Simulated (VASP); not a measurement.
# Pt9Se17 (a cell with a defect) in VASP: single point with PBE

Aim: the single point of Pt9Se17 (a cell with a defect) with PBE.

Everything below comes from runs of VASP 6.6.1. Logs are shortened: lines on timing, memory, paths and dates and some standing lists are left out, and cuts for length are marked.

## Step 1: The cell of the first run

The cell holds a defect, 26 atoms: a = 9.192 Å, b = 9.192 Å, c = 9.192 Å, α = 75.50°, β = 75.50°, γ = 75.50°.

## Step 2: Single point, PBE (atoms taken out, then relaxed in part)

Input file INCAR:

```
SYSTEM = Pt9Se17
  PREC = Accurate
  ENCUT = 520
  EDIFF = 1E-6
  ISMEAR = 0
  SIGMA = 0.01
  LREAL = Auto
  LASPH = .TRUE.
  NELM = 100
  ALGO = Normal
  ISIF = 2
  LWAVE = .FALSE.
  LCHARG = .FALSE.
  GGA = PE
  NBANDS = 115
```

Input file KPOINTS:

```
Automatic mesh
0
Gamma
  2 2 2
  0.5 0.5 0.5
```

Input file POSCAR:

```
Pt9Se17
1.0
   -5.6273392466      3.2489458289      6.5013329040
    0.0000000000     -6.4978916577      6.5013329040
    5.6273392466      3.2489458289      6.5013329040
Pt Se
9 17
Direct
    0.6667621379      0.6713459165      0.6673665424
   -0.0017489096      0.3321839869      0.6663418145
    0.3334705178      0.6674342328     -0.0006845867
    0.3374708341      0.0006990475      0.6673512695
    0.6657156521      0.3321790701     -0.0011660918
   -0.0012927433      0.6674292785      0.3340899730
   -0.0017735704     -0.0003339893     -0.0011539705
    0.3334988046      0.3326652389      0.3340945505
    0.6667671200      0.0006868009      0.3380293964
    0.8183187083      0.4924625644      0.4889634141
    0.1585459694      0.8223468659      0.8188685386
    0.1585699426      0.1522392891      0.4889818997
    0.4883479773      0.4924905337      0.8188813617
    0.8182819134      0.8222958967      0.1591492828
    0.8192808316      0.1531904945      0.8198494125
    0.1549601636      0.4888774725      0.1555786215
    0.4883505322      0.1522044613      0.1591623379
    0.5109606182      0.5109724621      0.1776253392
    0.8447182256      0.1787014518      0.1736988010
    0.1770267239      0.5109841890      0.5115968356
    0.1770207620      0.8448967369      0.1776210092
    0.5121658908      0.1751909983      0.5127432085
    0.8447229264      0.5070602656      0.8453551637
    0.8412341765      0.8460735607      0.5127486298
    0.1731750441      0.1786859079      0.8453299747
    0.5121473861      0.8460559156      0.8418536906
```

Potentials or basis: VASP PAW PBE potentials, release 64 (Pt, Se).

Command:

```console
> cat potpaw_PBE.64/Pt/POTCAR potpaw_PBE.64/Se/POTCAR > POTCAR
> mpirun -np 1 vasp_std > vasp.out
```

OUTCAR:

```text
SYSTEM = Pt9Se17
   PREC = Accurate
   ENCUT = 520
   EDIFF = 1E-6
   ISMEAR = 0
   LREAL = Auto
   LASPH = .TRUE.
   NELM = 100
   ISIF = 2
   GGA = PE

 ion  position               nearest neighbor table
   1  0.667  0.671  0.667-  26 2.49  24 2.49  13 2.53  10 2.53  23 2.55
   2  0.998  0.332  0.666-  23 2.51  25 2.51  15 2.54  20 2.54  10 2.55  12 2.55
   3  0.333  0.667  0.999-  13 2.52  11 2.52  21 2.53  18 2.53  16 2.54  26 2.54
   4  0.337  0.001  0.667-  22 2.49  26 2.49  11 2.53  12 2.53  25 2.55
   5  0.666  0.332  0.999-  19 2.51  23 2.51  15 2.54  18 2.54  13 2.55  17 2.55
   6  0.999  0.667  0.334-  10 2.52  14 2.52  21 2.53  20 2.53  16 2.54  24 2.54
   7  0.998  1.000  0.999-  19 2.51  25 2.51  15 2.54  21 2.54  11 2.55  14 2.55
   8  0.333  0.333  0.334-  12 2.52  17 2.52  18 2.53  20 2.53  16 2.54  22 2.54
   9  0.667  0.001  0.338-  24 2.49  22 2.49  14 2.53  17 2.53  19 2.55
  10  0.818  0.492  0.489-   6 2.52   1 2.53   2 2.55
  11  0.159  0.822  0.819-   3 2.52   4 2.53   7 2.55
  12  0.159  0.152  0.489-   8 2.52   4 2.53   2 2.55
  13  0.488  0.492  0.819-   3 2.52   1 2.53   5 2.55
  14  0.818  0.822  0.159-   6 2.52   9 2.53   7 2.55
  15  0.819  0.153  0.820-   7 2.54   2 2.54   5 2.54
[... 9 lines left out ...]
  25  0.173  0.179  0.845-   2 2.51   7 2.51   4 2.55
  26  0.512  0.846  0.842-   4 2.49   1 2.49   3 2.54

  LATTYP: Found a trigonal (rhomboedric) cell.
 ALAT       =     9.1918401598
 COS(alpha) =     0.2503970905

  Lattice vectors:

 A1 = (  -5.6273392466,   3.2489458289,   6.5013329040)
 A2 = (   0.0000000000,  -6.4978916577,   6.5013329040)
 A3 = (   5.6273392466,   3.2489458289,   6.5013329040)

Analysis of symmetry for initial positions (statically):
=====================================================================
 Subroutine PRICEL returns:
 Original cell was already a primitive cell.

 Routine SETGRP: Setting up the symmetry group for a
 trigonal (rhombohedral) supercell.

 Subroutine GETGRP returns: Found  1 space group operations
 (whereof  1 operations were pure point group operations)
 out of a pool of 12 trial point group operations.

The static configuration has the point symmetry C_1 .

Analysis of symmetry for dynamics (positions and initial velocities):
=====================================================================
 Subroutine PRICEL returns:
 Original cell was already a primitive cell.

 Routine SETGRP: Setting up the symmetry group for a
 trigonal (rhombohedral) supercell.

 Subroutine GETGRP returns: Found  1 space group operations
 (whereof  1 operations were pure point group operations)
 out of a pool of 12 trial point group operations.

The dynamic configuration has the point symmetry C_1 .

 Subroutine INISYM returns: Found  1 space group operations
 (whereof  1 operations are pure point group operations),
 and found     1 'primitive' translations

----------------------------------------------------------------------------------------

                                     Primitive cell

  volume of cell :     713.1801

  direct lattice vectors                    reciprocal lattice vectors
    -5.627339247  3.248945829  6.501332904    -0.088851938  0.051298691  0.051271537
     0.000000000 -6.497891658  6.501332904     0.000000000 -0.102597381  0.051271537
     5.627339247  3.248945829  6.501332904     0.088851938  0.051298691  0.051271537

  length of vectors
     9.191840160  9.191840160  9.191840160     0.114695219  0.114695219  0.114695219

  position of ions in fractional coordinates (direct lattice)
     0.666762138  0.671345917  0.667366542
     0.998251090  0.332183987  0.666341815
     0.333470518  0.667434233  0.999315413
     0.337470834  0.000699047  0.667351270
     0.665715652  0.332179070  0.998833908
     0.998707257  0.667429279  0.334089973
[... 18 lines left out ...]
     0.173175044  0.178685908  0.845329975
     0.512147386  0.846055916  0.841853691

  ion indices of the primitive-cell ions
   primitive index   ion index
                 1           1
                 2           2
                 3           3
                 4           4
                 5           5
                 6           6
[... 18 lines left out ...]
                25          25
                26          26

----------------------------------------------------------------------------------------

 KPOINTS: Automatic mesh

Automatic generation of k-mesh.
 Grid dimensions read from file:
 generate k-points for:    2    2    2

 Generating k-lattice:

  Cartesian coordinates                     Fractional coordinates (reciprocal lattice)
    -0.044425969  0.025649345  0.025635769     0.500000000  0.000000000  0.000000000
     0.000000000 -0.051298691  0.025635769     0.000000000  0.500000000  0.000000000
     0.044425969  0.025649345  0.025635769     0.000000000  0.000000000  0.500000000

  Length of vectors
     0.057347609  0.057347609  0.057347609

  Shift w.r.t. Gamma in fractional coordinates (k-lattice)
     0.500000000  0.500000000  0.500000000

 Subroutine IBZKPT returns following result:
 ===========================================

 Found      4 irreducible k-points:

 Following reciprocal coordinates:
            Coordinates               Weight
  0.250000  0.250000  0.250000      2.000000
 -0.250000  0.250000  0.250000      2.000000
  0.250000 -0.250000  0.250000      2.000000
  0.250000  0.250000 -0.250000      2.000000
   k-points           NKPTS =      4   k-points in BZ     NKDIM =      4   number of bands    NBANDS=    115
   number of dos      NEDOS =    301   number of ions     NIONS =     26
   total plane-waves  NPLWV = 343000
   dimension x,y,z NGX =    70 NGY =   70 NGZ =   70
   dimension x,y,z NGXF=   140 NGYF=  140 NGZF=  140
   ions per type =               9  17
   NGX,Y,Z   is equivalent  to a cutoff of  12.66, 12.66, 12.66 a.u.
   NGXF,Y,Z  is equivalent  to a cutoff of  25.32, 25.32, 25.32 a.u.
 SYSTEM =  Pt9Se17
   PREC   = accura    normal or accurate (medium, high low for compatibility)
   ISTART =      0    job   : 0-new  1-cont  2-samecut
   ICHARG =      2    charge: 1-file 2-atom 10-const
   ISPIN  =      1    spin polarized calculation?
   LNONCOLLINEAR =      F non collinear calculations
   LSORBIT =      F    spin-orbit coupling
   LASPH  =      T    aspherical Exc in radial PAW
   ENCUT  =  520.0 eV  38.22 Ry    6.18 a.u.  17.09 17.09 17.09*2*pi/ulx,y,z
   NELM   =    100;   NELMIN=  2; NELMDL= -5     # of ELM steps
   EDIFF  = 0.1E-05   stopping-criterion for ELM
   LREAL  =      T    real-space projection
   EDIFFG = 0.1E-04   stopping-criterion for IOM
   NSW    =      0    number of steps for IOM
[... 5 lines left out ...]
   TEBEG  =    0.0;   TEEND  =   0.0 temperature during run
   PSTRESS=    0.0 pullay stress
   NELECT =     192.0000    total number of electrons
   NUPDOWN=      -1.0000    fix difference up-down
   EMIN   =  10.00;   EMAX   =-10.00  energy-range for DOS
   EFERMI =   0.00;   METHOD = LEGACY
   ISMEAR =     0;   SIGMA  =   0.01  broadening in eV -4-tet -1-fermi 0-gaus
   EFERMI_NEDOS =   21; number of points for ismear=-14 and -15
   IALGO  =     38    algorithm
   IMIX   =      4    mixing-type and parameters
     AMIX     =   0.40;   BMIX     =  1.00
     AMIX_MAG =   1.60;   BMIX_MAG =  1.00
  volume/ion in A,a.u.               =      27.43       185.11
  Fermi-wavevector in a.u.,A,eV,Ry     =   1.057082  1.997596 15.203465  1.117423
  Thomas-Fermi vector in A             =   2.192342
   LORBIT       =      0    0 simple, 1 ext, 2 COOP (PROOUT), +10 PAW based schemes
   GGA     = PE    functional components
   LHFCALC =     F    Hartree Fock is set to
   AEXX    =    0.0000 exact exchange contribution
   IVDW    =     0    specifies the selected vdW correction
   LEPSILON=     F    determine dielectric tensor
   LRPA    =     F    only Hartree local field effects (RPA)
 non-spin polarized calculation
 Gauss-broadening in eV      SIGMA  =   0.01
  energy-cutoff  :      520.00
  volume of cell :      713.18
 maximum number of plane-waves:     19212
 NGX is ok and might be reduce to    70
   NGX = 35   NGY = 35   NGZ = 35

 number of electron     191.9999999 magnetization

 Free energy of the ion-electron system (eV)
  ---------------------------------------------------
  ext. energy  EPLUGINS =         0.00000000
  ---------------------------------------------------
  free energy    TOTEN  =      -123.34068832 eV

  energy without entropy =     -123.34068832  energy(sigma->0) =     -123.34068832

 E-fermi :   3.0970     XC(G=0):  -8.7920

 val. band max:        3.0338254388   @ k =   0.2500   0.2500  -0.2500
 cond. band min:       3.4155717049   @ k =   0.2500   0.2500  -0.2500
 fundamental gap:      0.3817462661
 Fermi energy:         3.0969579422

 k-point     1 :       0.2500    0.2500    0.2500
  band No.  band energies     occupation
      1     -11.3901      2.00000
      2     -10.5627      2.00000
      3     -10.5595      2.00000
      4     -10.5593      2.00000
      5     -10.4223      2.00000
      6     -10.4222      2.00000
[... 100 lines left out ...]
    107       4.6524      0.00000
    108       5.0584      0.00000

 k-point     2 :      -0.2500    0.2500    0.2500
  band No.  band energies     occupation
      1     -11.2012      2.00000
      2     -11.0415      2.00000
      3     -10.6849      2.00000
      4     -10.5917      2.00000
      5     -10.1866      2.00000
      6     -10.1527      2.00000
[... 100 lines left out ...]
    107       4.6066      0.00000
    108       4.7251      0.00000

 k-point     3 :       0.2500   -0.2500    0.2500
  band No.  band energies     occupation
      1     -11.2012      2.00000
      2     -11.0415      2.00000
      3     -10.6848      2.00000
      4     -10.5917      2.00000
      5     -10.1867      2.00000
      6     -10.1525      2.00000
[... 100 lines left out ...]
    107       4.6066      0.00000
    108       4.7254      0.00000

 k-point     4 :       0.2500    0.2500   -0.2500
  band No.  band energies     occupation
      1     -11.2012      2.00000
      2     -11.0415      2.00000
      3     -10.6848      2.00000
      4     -10.5918      2.00000
      5     -10.1866      2.00000
      6     -10.1525      2.00000
[... 100 lines left out ...]
    107       4.6069      0.00000
    108       4.7251      0.00000
 [bands above 108 left out]

------------------------ aborting loop because EDIFF is reached ----------------------------------------

  FORCE on cell =-STRESS in cart. coord.  units (eV):
  Direction    XX          YY          ZZ          XY          YZ          ZX
  --------------------------------------------------------------------------------------
  -------------------------------------------------------------------------------------
  Total       -4.3222923     -4.3268276     -0.4508455     -0.0012860      0.0329626     -0.0015614
  in kB       -9.7101401     -9.7203286     -1.0128360     -0.0028890      0.0740513     -0.0035078
  external PRESSURE =      -6.8144349 kB  Pullay stress =       0.0000000 kB

 VOLUME and BASIS-vectors are now :
 -----------------------------------------------------------------------------
  energy-cutoff  :      520.00
  volume of cell :      713.18
      direct lattice vectors                 reciprocal lattice vectors
    -5.627339247  3.248945829  6.501332904    -0.088851938  0.051298691  0.051271537
     0.000000000 -6.497891658  6.501332904     0.000000000 -0.102597381  0.051271537
     5.627339247  3.248945829  6.501332904     0.088851938  0.051298691  0.051271537

 POSITION                                       TOTAL-FORCE (eV/Angst)
 -----------------------------------------------------------------------------------
      0.00340     -0.02782     13.03826         0.000333     -0.012705     -0.006289
     -1.86777      3.24968     12.98171        -0.002061      0.000395     -0.001544
      3.74694     -0.00677     13.00410        -0.003079      0.004261      0.001120
      1.85635      3.26007      6.53723        -0.012068      0.010330     -0.006092
      1.87457      3.24957     12.98140         0.000059     -0.000525     -0.004065
     -3.74003     -0.00670     13.00414         0.001750      0.006310      0.000482
[... 18 lines left out ...]
      3.78244      2.14799      7.78334         0.010417     -0.005669     -0.000292
      1.85537     -1.09850     14.30330         0.003857      0.001600      0.002761
 -----------------------------------------------------------------------------------
    total drift:                                0.006564     -0.068126     -0.018965

  FREE ENERGIE OF THE ION-ELECTRON SYSTEM (eV)
  ---------------------------------------------------
  free  energy   TOTEN  =      -123.3406883170 eV

  energy  without entropy=     -123.3406883170  energy(sigma->0) =     -123.34068832
```

It took 22 min on 1 thread of AMD EPYC 9755, shared host; peak memory 0.72 GiB.

Results:

```yaml
Free_energy: -123.3407 eV
Pressure: -0.7 GPa
Largest_force: 0.017 eV/Å
Band_gap_on_the_k_mesh: 0.38 eV
```

Forces in eV/Å, atoms in the order of the input:
```
Pt   0.000 -0.013 -0.006
Pt  -0.002  0.000 -0.002
Pt  -0.003  0.004  0.001
Pt  -0.012  0.010 -0.006
Pt   0.000 -0.001 -0.004
Pt   0.002  0.006  0.000
Pt  -0.001  0.001  0.000
Pt  -0.002  0.000  0.001
Pt   0.014  0.008 -0.005
Se   0.000 -0.006 -0.002
Se   0.000 -0.002  0.001
Se  -0.003 -0.006 -0.001
Se   0.001 -0.007 -0.003
Se  -0.002 -0.002  0.001
Se  -0.002  0.001  0.014
Se   0.003  0.001  0.006
Se   0.002 -0.003 -0.001
Se  -0.007  0.002 -0.005
Se  -0.008 -0.005  0.003
Se   0.006 -0.001 -0.005
Se   0.006  0.002 -0.001
Se  -0.001  0.003  0.005
Se  -0.002  0.009  0.002
Se  -0.002  0.001  0.005
Se   0.010 -0.006  0.000
Se   0.004  0.002  0.003
```

Stress tensor (GPa, compression positive):
```
-0.97  0.00  0.00
 0.00 -0.97  0.01
 0.00  0.01 -0.10
```

Levels at points of the mesh, in eV from the valence-band top:
```tsv
k point	band 92	band 93	band 94	band 95	band 96	band 97	band 98	band 99	band 100	band 101
(0.25, 0.25, 0.25)	-0.89	-0.84	-0.71	-0.71	-0.41	0.72	0.72	1.05	1.05	1.07
```

Caveat: the cell differs from its parent crystal (atoms taken out, then relaxed in part); spin-orbit coupling is left out, which moves the levels of the heavy elements.
